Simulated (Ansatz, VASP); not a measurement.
**AlCu3 in VASP and in Ansatz**

```
CELL_PARAMETERS angstrom
0.00000 2.66721 2.66721
2.88347 -0.21626 2.88347
2.88347 2.88347 -0.21626
ATOMIC_POSITIONS crystal
Al 0.00000 0.00000 0.00000
Cu 0.50000 0.50000 0.50000
Cu 0.25000 0.25000 0.25000
Cu 0.75000 0.75000 0.75000
```

Change from the starting cell: strain -0.1500 x Voigt [0, 0, 0, 1, 0, 0], atoms carried along.

Alike in both runs: task single point; functional PBEsol; k mesh 14 × 14 × 14; occupations gaussian, width 0.15 eV; no spin polarisation.

|  | VASP | Ansatz |
| --- | --- | --- |
| version | VASP 6.6.1 | Ansatz 0.2.0 |
| potentials or method | VASP PAW PBE potentials, release 64 (Al, Cu), cutoff 520 eV | scalar-relativistic, plane waves, PAW |
| valence electrons in the cell | 36 | 60 |

Ansatz gave:

```
gap on the k mesh at the Fermi level (eV)                     : none
pressure (GPa)                                                : 4.2
traceless stress, the component that is largest in VASP (GPa) : 17.27
```

Q: What did VASP give for the same quantities?

A: gap on the k mesh at the Fermi level (eV): none; pressure (GPa): 4.7; traceless stress, the component that is largest in VASP (GPa): 17.29.

VASP's potentials were made for PBE, not for PBEsol. A gap of «none» marks a metal or a gap that the smearing closes. VASP's potentials hold 36 valence electrons a cell and Ansatz's 60, so a difference there can come from the potentials and not from the codes.
